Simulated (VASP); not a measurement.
# InAs (I-4m2) in VASP: further runs

InAs is run at these levels: PBE, r2SCAN; tasks: single point.

All numbers are computed with VASP 6.6.1; they aren't measurements. Logs are shortened: lines on timing, memory, paths and dates and some standing lists are left out, and cuts for length are marked.

### Step 1. The cell of the first run

Symmetry: I-4m2, No. 119, tetragonal system. Conventional cell: a = 4.147 Å, b = 4.147 Å, c = 6.364 Å, α = 90.00°, β = 90.00°, γ = 90.00°. Within 3.4 Å of In (site symmetry -4m2) lie 4 As at 2.61 Å. As (site symmetry -4m2) has 4 In at 2.61 Å within 3.4 Å.

### Step 2. Single point, PBE (epitaxial xy strain -4.0%)

INCAR

```
ALGO = Normal
EDIFF = 1E-6
ENCUT = 520
GGA = PE
ISIF = 2
ISMEAR = -1
LASPH = T
LCHARG = F
LREAL = F
LWAVE = F
NBANDS = 16
NELM = 80
PREC = Accurate
SIGMA = 0.02
```

KPOINTS

```
k-points
0
Gamma
  8 8 8
```

POSCAR

```
InAs
1.0
    0.0000000000      2.9324068542      3.1819837034
    2.9324068542      0.0000000000      3.1819837034
    2.9324068542      2.9324068542      0.0000000000
In As
1 1
Direct
    0.0000000000      0.0000000000      0.0000000000
    0.2500000000      0.2500000000      0.2500000000
```

Potentials or basis: VASP PAW PBE potentials, release 64 (In_d, As).

Started as:

```bash
$ cat potpaw_PBE.64/In_d/POTCAR potpaw_PBE.64/As/POTCAR > POTCAR
$ mpirun -np 1 vasp_std > vasp.out
```

OUTCAR:

```text
EDIFF = 1E-6
   ENCUT = 520
   GGA = PE
   ISIF = 2
   ISMEAR = -1
   LASPH = T
   LREAL = F
   NELM = 80
   PREC = Accurate

 ion  position               nearest neighbor table
   1  0.000  0.000  0.000-   2 2.61   2 2.61   2 2.61   2 2.61
   2  0.250  0.250  0.250-   1 2.61   1 2.61   1 2.61   1 2.61

  LATTYP: Found a body centered tetragonal cell.
 ALAT       =     4.1470495436
 C/A-ratio  =     1.5345771349

  Lattice vectors:

 A1 = (  -2.9324068542,   0.0000000000,   3.1819837034)
 A2 = (   2.9324068542,   0.0000000000,   3.1819837034)
 A3 = (   0.0000000000,   2.9324068542,  -3.1819837034)

Analysis of symmetry for initial positions (statically):
=====================================================================
 Subroutine PRICEL returns:
 Original cell was already a primitive cell.

 Routine SETGRP: Setting up the symmetry group for a
 body centered tetragonal supercell.

 Subroutine GETGRP returns: Found  8 space group operations
 (whereof  8 operations were pure point group operations)
 out of a pool of 16 trial point group operations.

The static configuration has the point symmetry D_2d.

Analysis of symmetry for dynamics (positions and initial velocities):
=====================================================================
 Subroutine PRICEL returns:
 Original cell was already a primitive cell.

 Routine SETGRP: Setting up the symmetry group for a
 body centered tetragonal supercell.

 Subroutine GETGRP returns: Found  8 space group operations
 (whereof  8 operations were pure point group operations)
 out of a pool of 16 trial point group operations.

The dynamic configuration has the point symmetry D_2d.

 Subroutine INISYM returns: Found  8 space group operations
 (whereof  8 operations are pure point group operations),
 and found     1 'primitive' translations

----------------------------------------------------------------------------------------

                                     Primitive cell

  volume of cell :      54.7238

  direct lattice vectors                    reciprocal lattice vectors
     0.000000000  2.932406854  3.181983703    -0.170508400  0.170508400  0.157134683
     2.932406854  0.000000000  3.181983703     0.170508400 -0.170508400  0.157134683
     2.932406854  2.932406854  0.000000000     0.170508400  0.170508400 -0.157134683

  length of vectors
     4.327127251  4.327127251  4.147049544     0.287815110  0.287815110  0.287815110

  position of ions in fractional coordinates (direct lattice)
     0.000000000  0.000000000  0.000000000
     0.250000000  0.250000000  0.250000000

  ion indices of the primitive-cell ions
   primitive index   ion index
                 1           1
                 2           2

----------------------------------------------------------------------------------------

 KPOINTS: k-points

Automatic generation of k-mesh.
 Grid dimensions read from file:
 generate k-points for:    8    8    8

 Generating k-lattice:

  Cartesian coordinates                     Fractional coordinates (reciprocal lattice)
    -0.021313550  0.021313550  0.019641835     0.125000000  0.000000000  0.000000000
     0.021313550 -0.021313550  0.019641835     0.000000000  0.125000000  0.000000000
     0.021313550  0.021313550 -0.019641835    -0.000000000 -0.000000000  0.125000000

  Length of vectors
     0.035976889  0.035976889  0.035976889

  Shift w.r.t. Gamma in fractional coordinates (k-lattice)
     0.000000000  0.000000000  0.000000000

 Subroutine IBZKPT returns following result:
 ===========================================

 Found     59 irreducible k-points:

 Following reciprocal coordinates:
            Coordinates               Weight
  0.000000  0.000000  0.000000      1.000000
  0.125000  0.000000  0.000000      8.000000
  0.250000  0.000000  0.000000      8.000000
  0.375000  0.000000  0.000000      8.000000
  0.500000  0.000000  0.000000      4.000000
  0.125000  0.125000  0.000000      2.000000
[... 16 lines left out ...]
  0.250000  0.000000  0.125000     16.000000
  0.375000 -0.000000  0.125000     16.000000
 [... further k-points ...]
   k-points           NKPTS =     59   k-points in BZ     NKDIM =     59   number of bands    NBANDS=     16
   number of dos      NEDOS =    301   number of ions     NIONS =      2
   total plane-waves  NPLWV =  32768
   dimension x,y,z NGX =    32 NGY =   32 NGZ =   32
   dimension x,y,z NGXF=    64 NGYF=   64 NGZF=   64
   ions per type =               1   1
   NGX,Y,Z   is equivalent  to a cutoff of  12.29, 12.29, 12.83 a.u.
   NGXF,Y,Z  is equivalent  to a cutoff of  24.59, 24.59, 25.66 a.u.
 SYSTEM =  unknown system
   PREC   = accura    normal or accurate (medium, high low for compatibility)
   ISTART =      0    job   : 0-new  1-cont  2-samecut
   ICHARG =      2    charge: 1-file 2-atom 10-const
   ISPIN  =      1    spin polarized calculation?
   LNONCOLLINEAR =      F non collinear calculations
   LSORBIT =      F    spin-orbit coupling
   LASPH  =      T    aspherical Exc in radial PAW
   ENCUT  =  520.0 eV  38.22 Ry    6.18 a.u.   8.05  8.05  7.71*2*pi/ulx,y,z
   NELM   =     80;   NELMIN=  2; NELMDL= -5     # of ELM steps
   EDIFF  = 0.1E-05   stopping-criterion for ELM
   LREAL  =      F    real-space projection
   EDIFFG = 0.1E-04   stopping-criterion for IOM
   NSW    =      0    number of steps for IOM
   IBRION =     -1    ionic relax: 0-MD 1-quasi-New 2-CG
   NFREE  =      0    steps in history (QN), initial steepest desc. (CG)
   ISIF   =      2    stress and relaxation
   ISYM   =      2    0-nonsym 1-usesym 2-fastsym
   POTIM  = 0.5000    time-step for ionic-motion
   TEBEG  =    0.0;   TEEND  =   0.0 temperature during run
   PSTRESS=    0.0 pullay stress
   NELECT =      18.0000    total number of electrons
   NUPDOWN=      -1.0000    fix difference up-down
   EMIN   =  10.00;   EMAX   =-10.00  energy-range for DOS
   EFERMI =   0.00;   METHOD = LEGACY
   ISMEAR =    -1;   SIGMA  =   0.02  broadening in eV -4-tet -1-fermi 0-gaus
   EFERMI_NEDOS =   21; number of points for ismear=-14 and -15
   IALGO  =     38    algorithm
   IMIX   =      4    mixing-type and parameters
     AMIX     =   0.40;   BMIX     =  1.00
     AMIX_MAG =   1.60;   BMIX_MAG =  1.00
  volume/ion in A,a.u.               =      27.36       184.65
  Fermi-wavevector in a.u.,A,eV,Ry     =   1.130074  2.135530 17.375553  1.277067
  Thomas-Fermi vector in A             =   2.266769
   LORBIT       =      0    0 simple, 1 ext, 2 COOP (PROOUT), +10 PAW based schemes
   GGA     = PE    functional components
   LHFCALC =     F    Hartree Fock is set to
   AEXX    =    0.0000 exact exchange contribution
   IVDW    =     0    specifies the selected vdW correction
   LEPSILON=     F    determine dielectric tensor
   LRPA    =     F    only Hartree local field effects (RPA)
 non-spin polarized calculation
  energy-cutoff  :      520.00
  volume of cell :       54.72
 maximum number of plane-waves:      1488
   NGX = 17   NGY = 17   NGZ = 15

 number of electron      17.9999993 magnetization

 Free energy of the ion-electron system (eV)
  ---------------------------------------------------
  ext. energy  EPLUGINS =         0.00000000
  ---------------------------------------------------
  free energy    TOTEN  =        -7.62727098 eV

  energy without entropy =       -7.62716089  energy(sigma->0) =       -7.62721594

 E-fermi :   4.7579     XC(G=0):  -9.1445

 val. band max:        4.7578396889   @ k =   0.0000   0.0000   0.0000
 cond. band min:       5.4995266827   @ k =   0.5000   0.0000   0.0000
 fundamental gap:      0.7416869938
 Fermi energy:         4.7579357041

 k-point     1 :       0.0000    0.0000    0.0000
  band No.  band energies     occupation
      1      -9.8263      2.00000
      2      -9.7940      2.00000
      3      -9.7940      2.00000
      4      -9.6829      2.00000
      5      -9.6750      2.00000
      6      -7.2993      2.00000
[... 8 lines left out ...]
     15      13.4965      0.00000
     16      14.1036      0.00000

 k-point     2 :       0.1250    0.0000    0.0000
  band No.  band energies     occupation
      1      -9.8325      2.00000
      2      -9.8023      2.00000
      3      -9.7884      2.00000
      4      -9.6840      2.00000
      5      -9.6735      2.00000
      6      -7.1354      2.00000
[... 8 lines left out ...]
     15      13.1791      0.00000
     16      13.9296      0.00000

 k-point     3 :       0.2500    0.0000    0.0000
  band No.  band energies     occupation
      1      -9.8726      2.00000
      2      -9.7954      2.00000
      3      -9.7761      2.00000
      4      -9.6854      2.00000
      5      -9.6683      2.00000
      6      -6.6861      2.00000
[... 8 lines left out ...]
     15      13.4061      0.00000
     16      13.4702      0.00000

 k-point     4 :       0.3750    0.0000    0.0000
  band No.  band energies     occupation
      1      -9.9145      2.00000
      2      -9.7858      2.00000
      3      -9.7664      2.00000
      4      -9.6841      2.00000
      5      -9.6600      2.00000
      6      -6.1102      2.00000
[... 8 lines left out ...]
     15      14.0643      0.00000
     16      14.4367      0.00000
[... 324 lines left out ...]
 k-point    22 :       0.1250    0.0000    0.1250
  band No.  band energies     occupation
      1      -9.8296      2.00000
      2      -9.8116      2.00000
      3      -9.7845      2.00000
      4      -9.6880      2.00000
      5      -9.6711      2.00000
      6      -7.0710      2.00000
[... 8 lines left out ...]
     15      13.4061      0.00000
     16      13.9871      0.00000

 k-point    23 :       0.2500    0.0000    0.1250
  band No.  band energies     occupation
      1      -9.8715      2.00000
      2      -9.7940      2.00000
      3      -9.7738      2.00000
      4      -9.6929      2.00000
      5      -9.6659      2.00000
      6      -6.7083      2.00000
[... 8 lines left out ...]
     15      13.6591      0.00000
     16      14.5812      0.00000

 k-point    24 :       0.3750   -0.0000    0.1250
  band No.  band energies     occupation
      1      -9.9135      2.00000
      2      -9.7800      2.00000
      3      -9.7644      2.00000
      4      -9.6932      2.00000
      5      -9.6593      2.00000
      6      -6.1596      2.00000
[... 8 lines left out ...]
     15      14.0862      0.00000
     16      15.0575      0.00000

 [... further k-points ...]

------------------------ aborting loop because EDIFF is reached ----------------------------------------

  FORCE on cell =-STRESS in cart. coord.  units (eV):
  Direction    XX          YY          ZZ          XY          YZ          ZX
  --------------------------------------------------------------------------------------
  -------------------------------------------------------------------------------------
  Total        1.9000693      1.9000693      0.8440407      0.0000000      0.0000000     -0.0000000
  in kB       55.6293024     55.6293024     24.7114138      0.0000000      0.0000000     -0.0000000
  external PRESSURE =      45.3233395 kB  Pullay stress =       0.0000000 kB

 VOLUME and BASIS-vectors are now :
 -----------------------------------------------------------------------------
  energy-cutoff  :      520.00
  volume of cell :       54.72
      direct lattice vectors                 reciprocal lattice vectors
     0.000000000  2.932406854  3.181983703    -0.170508400  0.170508400  0.157134683
     2.932406854  0.000000000  3.181983703     0.170508400 -0.170508400  0.157134683
     2.932406854  2.932406854  0.000000000     0.170508400  0.170508400 -0.157134683

 POSITION                                       TOTAL-FORCE (eV/Angst)
 -----------------------------------------------------------------------------------
      0.00000      0.00000      0.00000        -0.000000     -0.000000      0.000000
      1.46620      1.46620      1.59099         0.000000      0.000000     -0.000000
 -----------------------------------------------------------------------------------
    total drift:                               -0.000000     -0.000000     -0.000001

  FREE ENERGIE OF THE ION-ELECTRON SYSTEM (eV)
  ---------------------------------------------------
  free  energy   TOTEN  =        -7.6272709784 eV

  energy  without entropy=       -7.6271608920  energy(sigma->0) =       -7.62721594
```

It took 34 s on 1 thread of Intel Xeon 8259CL, shared host; peak memory 0.21 GiB.

Results:

```yaml
Free_energy: -7.6273 eV
Pressure: 4.5 GPa
Band_gap_on_the_k_mesh: zero (filled and empty bands touch)
```

Stress tensor (GPa, compression positive):
```
5.56 0.00 0.00
0.00 5.56 0.00
0.00 0.00 2.47
```

Caveat: the cell differs from its parent crystal (epitaxial xy strain -4.0%); the cell stands under pressure; semilocal functionals underestimate gaps, so a narrow gap can read as zero; spin-orbit coupling is left out, which moves the levels of the heavy elements.

### Step 3. Single point, r2SCAN (epitaxial xy strain -4.0%)

POSCAR is that of step 2.

INCAR.step1

```
SYSTEM = InAs
ALGO = Normal
EDIFF = 1E-4
ENCUT = 520
GGA = PE
ISMEAR = -1
LASPH = .True.
LCHARG = .False.
LREAL = .False.
LWAVE = .True.
NBANDS = 16
NELM = 60
PREC = Accurate
SIGMA = 0.02
```

INCAR.step2

```
SYSTEM = InAs
ALGO = Normal
EDIFF = 1E-7
ENCUT = 520
ISIF = 2
ISMEAR = -1
ISTART = 1
LASPH = .True.
LCHARG = .False.
LMIXTAU = .True.
LREAL = .False.
LWAVE = .False.
METAGGA = R2SCAN
NBANDS = 16
NELM = 60
PREC = Accurate
SIGMA = 0.02
```

KPOINTS

```
k-points
0
Gamma
  8 8 8
  0 0 0
```

Potentials or basis: VASP PAW PBE potentials, release 64 (In_d, As).

Started as:

```bash
$ cat potpaw_PBE.64/In_d/POTCAR potpaw_PBE.64/As/POTCAR > POTCAR
$ cp INCAR.step1 INCAR
$ mpirun -np 1 vasp_std > vasp.out
$ cp INCAR.step2 INCAR
$ mpirun -np 1 vasp_std > vasp.out
```

It took 2.6 min on 1 thread of Intel Xeon 8259CL, shared host; peak memory 0.22 GiB.

It converged, with:

```yaml
Free_energy: -38.0092 eV
Pressure: 2.4 GPa
Band_gap_on_the_k_mesh: 0.11 eV
```

Stress tensor (GPa, compression positive):
```
3.62 0.00 0.00
0.00 3.62 0.00
0.00 0.00 0.03
```

Levels at points of the mesh, in eV from the valence-band top:
```tsv
k point	band 6	band 7	band 8	band 9	band 10	band 11	band 12	band 13
(0.00, 0.00, 0.00)	-12.50	-0.47	0.00	0.00	0.11	4.10	4.10	4.28
(0.50, 0.00, 0.00)	-10.93	-6.07	-1.47	-0.88	1.10	4.76	5.18	7.21
(0.50, 0.50, 0.00)	-10.54	-6.45	-2.24	-2.24	1.98	2.73	9.21	9.85
(0.50, 0.00, 0.50)	-10.27	-5.95	-2.73	-2.70	1.53	1.96	9.25	9.87
```

Caveat: the cell differs from its parent crystal (epitaxial xy strain -4.0%); the PAW data sets were made with another functional, which shifts forces and pressure a little; spin-orbit coupling is left out, which moves the levels of the heavy elements.
